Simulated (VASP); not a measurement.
# TaSi2 (P6_422) in VASP: further runs

TaSi2 is run at these levels: PBE; tasks: single point.

Program: VASP 6.6.1. These are calculated values, not measurements. Logs are shortened: lines on timing, memory, paths and dates and some standing lists are left out, and cuts for length are marked.

### Step 1. The cell of the first run

It takes space group P6_422 (No. 181, hexagonal). Conventional cell: a = 4.784 Å, b = 4.784 Å, c = 6.570 Å, α = 90.00°, β = 90.00°, γ = 120.00°. Within 3.4 Å of Ta (site symmetry 222) lie 10 Si at 2.61 to 2.83 Å and 4 Ta at 3.24 Å. Si (site symmetry 2) has 9 Si at 2.56 to 3.33 Å and 5 Ta at 2.61 to 2.83 Å within 3.4 Å.

### Step 2. Single point, PBE

File INCAR:

```
SYSTEM = TaSi2
PREC = Accurate ; ENCUT = 520
EDIFF = 1E-6 ; ISMEAR = -1
SIGMA = 0.05 ; LREAL = .FALSE.
LASPH = .TRUE. ; NELM = 100
ALGO = Normal ; ISIF = 2
LWAVE = .FALSE. ; LCHARG = .FALSE.
GGA = PE ; NBANDS = 38
```

File KPOINTS:

```
regular mesh
0
G
  11 11 7
  0 0 0
```

File POSCAR:

```
TaSi2
1.0
    4.7839004637      0.0000000000      0.0000000000
   -2.3919502318      4.1429793307      0.0000000000
    0.0000000000      0.0000000000      6.5700000000
Ta Si
3 6
Direct
    0.5000000000      0.0000000000      0.0000000000
    0.5000000000      0.5000000000      0.6666666667
    0.0000000000      0.5000000000      0.3333333333
    0.1589700000      0.3179400000      0.0000000000
    0.8410300000      0.1589700000      0.6666666667
    0.6820600000      0.8410300000      0.3333333333
    0.8410300000      0.6820600000      0.0000000000
    0.1589700000      0.8410300000      0.6666666667
    0.3179400000      0.1589700000      0.3333333333
```

Potentials or basis: VASP PAW PBE potentials, release 64 (Ta_pv, Si).

Launch:

```console
cat potpaw_PBE.64/Ta_pv/POTCAR potpaw_PBE.64/Si/POTCAR > POTCAR
mpirun -np 1 vasp_std > vasp.out
```

OUTCAR:

```text
SYSTEM = TaSi2
   PREC = Accurate
   ENCUT = 520
   EDIFF = 1E-6
   ISMEAR = -1
   LREAL = .FALSE.
   LASPH = .TRUE.
   NELM = 100
   ISIF = 2
   GGA = PE

 ion  position               nearest neighbor table
   1  0.500  0.000  0.000-   6 2.61   9 2.61   8 2.61   5 2.61   4 2.73   7 2.73   4 2.73   7 2.73
                             4 2.83   7 2.83   2 3.24   2 3.24   3 3.24   3 3.24
   2  0.500  0.500  0.667-   4 2.61   7 2.61   6 2.61   9 2.61   5 2.73   8 2.73   8 2.73   5 2.73
                             8 2.83   5 2.83   1 3.24   1 3.24   3 3.24   3 3.24
   3  0.000  0.500  0.333-   4 2.61   7 2.61   5 2.61   8 2.61   9 2.73   6 2.73   9 2.73   6 2.73
                             6 2.83   9 2.83   1 3.24   1 3.24   2 3.24   2 3.24
   4  0.159  0.318  0.000-   9 2.56   5 2.56   3 2.61   2 2.61   7 2.63   1 2.73   1 2.73   1 2.83
                             7 2.83   7 2.83
   5  0.841  0.159  0.667-   4 2.56   6 2.56   1 2.61   3 2.61   8 2.63   2 2.73   2 2.73   2 2.83
                             8 2.83   8 2.83
   6  0.682  0.841  0.333-   7 2.56   5 2.56   1 2.61   2 2.61   9 2.63   3 2.73   3 2.73   3 2.83
                             9 2.83   9 2.83
   7  0.841  0.682  0.000-   6 2.56   8 2.56   3 2.61   2 2.61   4 2.63   1 2.73   1 2.73   1 2.83
                             4 2.83   4 2.83
   8  0.159  0.841  0.667-   7 2.56   9 2.56   1 2.61   3 2.61   5 2.63   2 2.73   2 2.73   2 2.83
                             5 2.83   5 2.83
   9  0.318  0.159  0.333-   4 2.56   8 2.56   1 2.61   2 2.61   6 2.63   3 2.73   3 2.73   3 2.83
                             6 2.83   6 2.83

  LATTYP: Found a hexagonal cell.
 ALAT       =     4.7839004637
 C/A-ratio  =     1.3733563334

  Lattice vectors:

 A1 = (   4.7839004637,   0.0000000000,   0.0000000000)
 A2 = (  -2.3919502318,   4.1429793307,   0.0000000000)
 A3 = (   0.0000000000,   0.0000000000,   6.5700000000)

Analysis of symmetry for initial positions (statically):
=====================================================================
 Subroutine PRICEL returns:
 Original cell was already a primitive cell.

 Routine SETGRP: Setting up the symmetry group for a
 hexagonal supercell.

 Subroutine GETGRP returns: Found 12 space group operations
 (whereof  4 operations were pure point group operations)
 out of a pool of 24 trial point group operations.

The static configuration has the point symmetry D_2 .
 The point group associated with its full space group is D_6 .

Analysis of symmetry for dynamics (positions and initial velocities):
=====================================================================
 Subroutine PRICEL returns:
 Original cell was already a primitive cell.

 Routine SETGRP: Setting up the symmetry group for a
[... 132 lines left out ...]
   NELECT =      57.0000    total number of electrons
   NUPDOWN=      -1.0000    fix difference up-down
   EMIN   =  10.00;   EMAX   =-10.00  energy-range for DOS
   EFERMI =   0.00;   METHOD = LEGACY
   ISMEAR =    -1;   SIGMA  =   0.05  broadening in eV -4-tet -1-fermi 0-gaus
   EFERMI_NEDOS =   21; number of points for ismear=-14 and -15
   IALGO  =     38    algorithm
   IMIX   =      4    mixing-type and parameters
     AMIX     =   0.40;   BMIX     =  1.00
     AMIX_MAG =   1.60;   BMIX_MAG =  1.00
  volume/ion in A,a.u.               =      14.47        97.64
  Fermi-wavevector in a.u.,A,eV,Ry     =   1.243025  2.348976 21.022497  1.545110
  Thomas-Fermi vector in A             =   2.377353
   LORBIT       =      0    0 simple, 1 ext, 2 COOP (PROOUT), +10 PAW based schemes
   GGA     = PE    functional components
   LHFCALC =     F    Hartree Fock is set to
   AEXX    =    0.0000 exact exchange contribution
   IVDW    =     0    specifies the selected vdW correction
   LEPSILON=     F    determine dielectric tensor
   LRPA    =     F    only Hartree local field effects (RPA)
 non-spin polarized calculation
  energy-cutoff  :      520.00
  volume of cell :      130.21
 maximum number of plane-waves:      3523
 NGX is ok and might be reduce to    36
   NGX = 17   NGY = 17   NGZ = 25

 number of electron      57.0000004 magnetization

 Free energy of the ion-electron system (eV)
  ---------------------------------------------------
  ext. energy  EPLUGINS =         0.00000000
  ---------------------------------------------------
  free energy    TOTEN  =       -72.26074393 eV

  energy without entropy =      -72.23388660  energy(sigma->0) =      -72.24731526

 E-fermi :   9.3570     XC(G=0): -12.0754

 val. band max:        9.3539845712   @ k =   0.3636   0.1818   0.0000
 cond. band min:       9.3735564164   @ k =   0.4545   0.0909   0.1429
 fundamental gap:      0.0195718452
 Fermi energy:         9.3570311382

 k-point     1 :       0.0000    0.0000    0.0000
  band No.  band energies     occupation
      1     -25.0058      2.00000
      2     -25.0027      2.00000
      3     -25.0027      2.00000
      4     -24.9355      2.00000
      5     -24.9355      2.00000
      6     -24.8409      2.00000
[... 973 lines left out ...]
     37      13.1762      0.00000
     38      13.2532      0.00000

 [... further k-points ...]

------------------------ aborting loop because EDIFF is reached ----------------------------------------

  FORCE on cell =-STRESS in cart. coord.  units (eV):
  Direction    XX          YY          ZZ          XY          YZ          ZX
  --------------------------------------------------------------------------------------
  -------------------------------------------------------------------------------------
  Total        1.8912332      1.8912332      2.5988926      0.0000000     -0.0000000      0.0000000
  in kB       23.2699470     23.2699470     31.9770678      0.0000000     -0.0000000      0.0000000
  external PRESSURE =      26.1723206 kB  Pullay stress =       0.0000000 kB

 VOLUME and BASIS-vectors are now :
 -----------------------------------------------------------------------------
  energy-cutoff  :      520.00
  volume of cell :      130.21
      direct lattice vectors                 reciprocal lattice vectors
     4.783900464  0.000000000  0.000000000     0.209034450  0.120686096  0.000000000
    -2.391950232  4.142979331  0.000000000     0.000000000  0.241372191  0.000000000
     0.000000000  0.000000000  6.570000000     0.000000000  0.000000000  0.152207002

 POSITION                                       TOTAL-FORCE (eV/Angst)
 -----------------------------------------------------------------------------------
      2.39195      0.00000      0.00000        -0.000000      0.000000     -0.000000
      1.19598      2.07149      4.38000        -0.000000      0.000000      0.000000
     -1.19598      2.07149      2.19000         0.000000      0.000000      0.000000
      0.00000      1.31722      0.00000        -0.000000     -0.002169     -0.000000
      3.64316      0.65861      4.38000         0.001878     -0.001084     -0.000000
      1.25121      3.48437      2.19000         0.001878      0.001084     -0.000000
      2.39195      2.82576      0.00000         0.000000      0.002169     -0.000000
     -1.25121      3.48437      4.38000        -0.001878      0.001084     -0.000000
      1.14074      0.65861      2.19000        -0.001878     -0.001084     -0.000000
 -----------------------------------------------------------------------------------
    total drift:                               -0.000000      0.000000      0.000000

  FREE ENERGIE OF THE ION-ELECTRON SYSTEM (eV)
  ---------------------------------------------------
  free  energy   TOTEN  =       -72.2607439292 eV

  energy  without entropy=      -72.2338865984  energy(sigma->0) =      -72.24731526
```

OSZICAR:

```text
N       E                     dE             d eps       ncg     rms          rms(c)
DAV:   1     0.385034312508E+03    0.38503E+03   -0.28149E+04  4872   0.141E+03
DAV:   2    -0.553255777537E+02   -0.44036E+03   -0.42881E+03  5570   0.361E+02
DAV:   3    -0.742395730596E+02   -0.18914E+02   -0.18505E+02  6188   0.658E+01
DAV:   4    -0.745814201988E+02   -0.34185E+00   -0.34016E+00  6192   0.878E+00
DAV:   5    -0.745861232951E+02   -0.47031E-02   -0.47001E-02  6014   0.110E+00    0.316E+01
DAV:   6    -0.724996269235E+02    0.20865E+01   -0.81750E+00  6236   0.130E+01    0.145E+01
DAV:   7    -0.722860066367E+02    0.21362E+00   -0.54494E-01  6104   0.369E+00    0.447E+00
DAV:   8    -0.722613521842E+02    0.24654E-01   -0.46404E-02  6284   0.104E+00    0.508E-01
DAV:   9    -0.722607842417E+02    0.56794E-03   -0.29375E-03  6320   0.281E-01    0.257E-01
DAV:  10    -0.722607628517E+02    0.21390E-04   -0.45017E-04  6020   0.127E-01    0.512E-02
DAV:  11    -0.722607465271E+02    0.16325E-04   -0.38977E-05  6136   0.328E-02    0.109E-02
DAV:  12    -0.722607446875E+02    0.18396E-05   -0.37877E-06  5298   0.987E-03    0.332E-03
DAV:  13    -0.722607439292E+02    0.75836E-06   -0.34068E-07  3592   0.305E-03
   1 F= -.72260744E+02 E0= -.72247315E+02  d E =-.268573E-01
```

stdout:

```text
POSCAR found type information on POSCAR TaSi
 POSCAR found :  2 types and       9 ions
 scaLAPACK will be used
 LDA part: xc-table for (Slater+PW92), standard interpolation
 POSCAR, INCAR and KPOINTS ok, starting setup
 FFT: planning ... GRIDC
 FFT: planning ... GRID_SOFT
 FFT: planning ... GRID
 WAVECAR not read
 entering main loop
```

Wall time 4.4 min (1 thread of Oxide Virtual Turin-like, shared host); peak memory 0.36 GiB.

What came out:

- Free energy: -72.2607 eV
- Pressure: 2.6 GPa
- Band gap on the k mesh: zero (an odd number of electrons rules out a gap without spin polarisation)

Forces on the atoms (eV/Å):
```
Ta   0.000  0.000  0.000
Ta   0.000  0.000  0.000
Ta   0.000  0.000  0.000
Si   0.000 -0.002  0.000
Si   0.002 -0.001  0.000
Si   0.002  0.001  0.000
Si   0.000  0.002  0.000
Si  -0.002  0.001  0.000
Si  -0.002 -0.001  0.000
```

Stress tensor (GPa, compression positive):
```
2.33 0.00 0.00
0.00 2.33 0.00
0.00 0.00 3.20
```

Caveat: spin-orbit coupling is left out, which moves the levels of the heavy elements.

### Step 3. Single point, PBE (z stretched by +1 %, then relaxed in part)

File INCAR:

```
SYSTEM = TaSi2
PREC     = Accurate       ! precision mode
ENCUT    = 520            ! plane-wave cutoff, eV
EDIFF    = 1E-6           ! SCF threshold, eV
ISMEAR   = -1             ! smearing method
SIGMA    = 0.05           ! smearing width, eV
LREAL    = .FALSE.        ! projectors in reciprocal space
LASPH    = .TRUE.         ! aspherical terms in the spheres
NELM     = 80             ! most SCF steps
ALGO     = Normal         ! electronic algorithm
ISIF     = 2              ! what is computed and relaxed
LWAVE    = .FALSE.        ! write WAVECAR
LCHARG   = .FALSE.        ! write CHGCAR
GGA      = PE             ! functional
NBANDS   = 38             ! bands
```

KPOINTS is that of step 2.

File POSCAR:

```
TaSi2
1.0
    4.7839004637      0.0000000000      0.0000000000
   -2.3919502318      4.1429793307      0.0000000000
    0.0000000000      0.0000000000      6.6357000000
Ta Si
3 6
Direct
    0.5000000000      0.0000000000      0.0000000000
    0.5000000000      0.5000000000      0.6666666667
    0.0000000000      0.5000000000      0.3333333333
    0.1592638560      0.3185277120      0.0000000000
    0.8407361440      0.1592638560      0.6666666667
    0.6814722880      0.8407361440      0.3333333333
    0.8407361440      0.6814722880      0.0000000000
    0.1592638560      0.8407361440      0.6666666667
    0.3185277120      0.1592638560      0.3333333333
```

Potentials or basis: VASP PAW PBE potentials, release 64 (Ta_pv, Si).

Launch:

```console
cat potpaw_PBE.64/Ta_pv/POTCAR potpaw_PBE.64/Si/POTCAR > POTCAR
mpirun -np 1 vasp_std > vasp.out
```

It took 4.5 min on 1 thread of Oxide Virtual Turin-like, shared host; peak memory 0.37 GiB.

It converged, with:

```
Free energy            : -72.2681 eV
Pressure               : 0.5 GPa
Largest force          : 0.006 eV/Å
Band gap on the k mesh : zero (an odd number of electrons rules out a gap without spin polarisation)
```

Forces on the atoms (eV/Å):
```
Ta   0.000  0.000  0.000
Ta   0.000  0.000  0.000
Ta   0.000  0.000  0.000
Si   0.000 -0.006  0.000
Si   0.005 -0.003  0.000
Si   0.005  0.003  0.000
Si   0.000  0.006  0.000
Si  -0.005  0.003  0.000
Si  -0.005 -0.003  0.000
```

Stress tensor (GPa, compression positive):
```
 1.42  0.00  0.00
 0.00  1.42  0.00
 0.00  0.00 -1.42
```

Levels at points of the mesh, in eV from the Fermi level:
| k point | band 26 | band 27 | band 28 | band 29 | band 30 | band 31 | band 32 | band 33 |
| --- | --- | --- | --- | --- | --- | --- | --- | --- |
| (0.00, 0.00, 0.00) | -2.37 | -2.14 | -2.14 | -1.46 | 0.70 | 3.00 | 3.00 | 3.31 |

Caveat: the cell differs from its parent crystal (z stretched by +1 %, then relaxed in part); spin-orbit coupling is left out, which moves the levels of the heavy elements.

### Step 4. Single point, PBE (14.76 Å³/atom)

This run uses another cell than the first one, of 14.76 Å³/atom.

File INCAR:

```
PREC = Accurate
ENCUT = 520
EDIFF = 1E-7
ISMEAR = -1
SIGMA = 0.05
LREAL = False
LASPH = True
NELM = 80
ALGO = Normal
ISIF = 2
LWAVE = False
LCHARG = True
GGA = PE
LELF = True
LVHAR = True
NBANDS = 38
```

File KPOINTS:

```
Automatic mesh
0
Gamma
  11 11 7
```

File POSCAR:

```
TaSi2
1.0
    4.8155828470      0.0000000000      0.0000000000
   -2.4077914235      4.1704170796      0.0000000000
    0.0000000000      0.0000000000      6.6135112018
Ta Si
3 6
Direct
    0.5000000000      0.0000000000      0.0000000000
    0.5000000000      0.5000000000      0.6666666667
    0.0000000000      0.5000000000      0.3333333333
    0.1589700000      0.3179400000      0.0000000000
    0.8410300000      0.1589700000      0.6666666667
    0.6820600000      0.8410300000      0.3333333333
    0.8410300000      0.6820600000      0.0000000000
    0.1589700000      0.8410300000      0.6666666667
    0.3179400000      0.1589700000      0.3333333333
```

Potentials or basis: VASP PAW PBE potentials, release 64 (Ta_pv, Si).

Launch:

```console
cat potpaw_PBE.64/Ta_pv/POTCAR potpaw_PBE.64/Si/POTCAR > POTCAR
mpirun -np 1 vasp_std > vasp.out
```

OUTCAR:

```text
PREC = Accurate
   ENCUT = 520
   EDIFF = 1E-7
   ISMEAR = -1
   LREAL = False
   LASPH = True
   NELM = 80
   ISIF = 2
   GGA = PE

 ion  position               nearest neighbor table
   1  0.500  0.000  0.000-   6 2.62   9 2.62   8 2.62   5 2.62   4 2.75   7 2.75   7 2.75   4 2.75
                             4 2.84   7 2.84   2 3.26   2 3.26   3 3.26   3 3.26
   2  0.500  0.500  0.667-   4 2.62   7 2.62   6 2.62   9 2.62   8 2.75   5 2.75   8 2.75   5 2.75
                             8 2.84   5 2.84   1 3.26   1 3.26   3 3.26   3 3.26
   3  0.000  0.500  0.333-   4 2.62   7 2.62   5 2.62   8 2.62   6 2.75   9 2.75   9 2.75   6 2.75
                             6 2.84   9 2.84   1 3.26   1 3.26   2 3.26   2 3.26
[... 1215 lines left out ...]

 VOLUME and BASIS-vectors are now :
 -----------------------------------------------------------------------------
  energy-cutoff  :      520.00
  volume of cell :      132.82
      direct lattice vectors                 reciprocal lattice vectors
     4.815582847  0.000000000  0.000000000     0.207659183  0.119892085  0.000000000
    -2.407791423  4.170417080  0.000000000     0.000000000  0.239784170  0.000000000
     0.000000000  0.000000000  6.613511202     0.000000000  0.000000000  0.151205611

 POSITION                                       TOTAL-FORCE (eV/Angst)
 -----------------------------------------------------------------------------------
      2.40779      0.00000      0.00000         0.000000     -0.000000     -0.000000
      1.20390      2.08521      4.40901         0.000000     -0.000000      0.000000
     -1.20390      2.08521      2.20450         0.000000     -0.000000      0.000000
     -0.00000      1.32594      0.00000         0.000000      0.000525     -0.000000
      3.66728      0.66297      4.40901        -0.000454      0.000262     -0.000000
      1.25949      3.50745      2.20450        -0.000454     -0.000262     -0.000000
      2.40779      2.84447      0.00000        -0.000000     -0.000525     -0.000000
     -1.25949      3.50745      4.40901         0.000454     -0.000262     -0.000000
      1.14830      0.66297      2.20450         0.000454      0.000262     -0.000000
 -----------------------------------------------------------------------------------
    total drift:                               -0.000000     -0.000000      0.000000

  FREE ENERGIE OF THE ION-ELECTRON SYSTEM (eV)
  ---------------------------------------------------
  free  energy   TOTEN  =       -72.2728484763 eV

  energy  without entropy=      -72.2453422831  energy(sigma->0) =      -72.25909538
```

OSZICAR:

```text
N       E                     dE             d eps       ncg     rms          rms(c)
DAV:   1     0.384901129969E+03    0.38490E+03   -0.27915E+04  4864   0.140E+03
DAV:   2    -0.553530411828E+02   -0.44025E+03   -0.42855E+03  5592   0.359E+02
DAV:   3    -0.743230425418E+02   -0.18970E+02   -0.18605E+02  6200   0.655E+01
DAV:   4    -0.746711038025E+02   -0.34806E+00   -0.34604E+00  6208   0.879E+00
DAV:   5    -0.746760510968E+02   -0.49473E-02   -0.49427E-02  6056   0.112E+00    0.304E+01
DAV:   6    -0.725091980158E+02    0.21669E+01   -0.87811E+00  6258   0.133E+01    0.138E+01
DAV:   7    -0.723002111281E+02    0.20899E+00   -0.56765E-01  6088   0.366E+00    0.449E+00
DAV:   8    -0.722734590999E+02    0.26752E-01   -0.53023E-02  6310   0.112E+00    0.512E-01
DAV:   9    -0.722728989674E+02    0.56013E-03   -0.33190E-03  6320   0.284E-01    0.263E-01
DAV:  10    -0.722728689936E+02    0.29974E-04   -0.53653E-04  6034   0.140E-01    0.491E-02
DAV:  11    -0.722728514690E+02    0.17525E-04   -0.41562E-05  6192   0.350E-02    0.127E-02
DAV:  12    -0.722728495115E+02    0.19575E-05   -0.43369E-06  6312   0.108E-02    0.357E-03
DAV:  13    -0.722728486559E+02    0.85556E-06   -0.47514E-07  5480   0.307E-03    0.155E-03
DAV:  14    -0.722728484690E+02    0.18688E-06   -0.45045E-08  3586   0.126E-03    0.441E-04
DAV:  15    -0.722728484763E+02   -0.73087E-08   -0.63304E-09  3584   0.492E-04
   1 F= -.72272848E+02 E0= -.72259095E+02  d E =-.275062E-01
```

stdout:

```text
POSCAR found type information on POSCAR TaSi
 POSCAR found :  2 types and       9 ions
 scaLAPACK will be used
 LDA part: xc-table for (Slater+PW92), standard interpolation
 POSCAR, INCAR and KPOINTS ok, starting setup
 FFT: planning ... GRIDC
 FFT: planning ... GRID_SOFT
 FFT: planning ... GRID
 WAVECAR not read
 entering main loop
```

It took 5.7 min on 1 thread of Oxide Virtual Turin-like, shared host; peak memory 0.37 GiB.

What came out:

| Item | Value |
| --- | --- |
| Free energy | -72.2728 eV |
| Pressure | -1.1 GPa |
| Band gap on the k mesh | zero (an odd number of electrons rules out a gap without spin polarisation) |

Stress tensor (GPa, compression positive):
```
-1.17  0.00  0.00
 0.00 -1.17  0.00
 0.00  0.00 -1.05
```

Levels at points of the mesh, in eV from the Fermi level:
```csv
k point,band 25,band 26,band 27,band 28,band 29,band 30,band 31,band 32,band 33,band 34
"(0.00, 0.00, 0.00)",-2.45,-2.42,-2.14,-2.14,-1.48,0.74,2.93,2.93,3.30,3.47
```

Caveat: spin-orbit coupling is left out, which moves the levels of the heavy elements.

[end of part 1 of 2]

The gap in the log of VASP goes by the Fermi energy; the results here count the filled bands.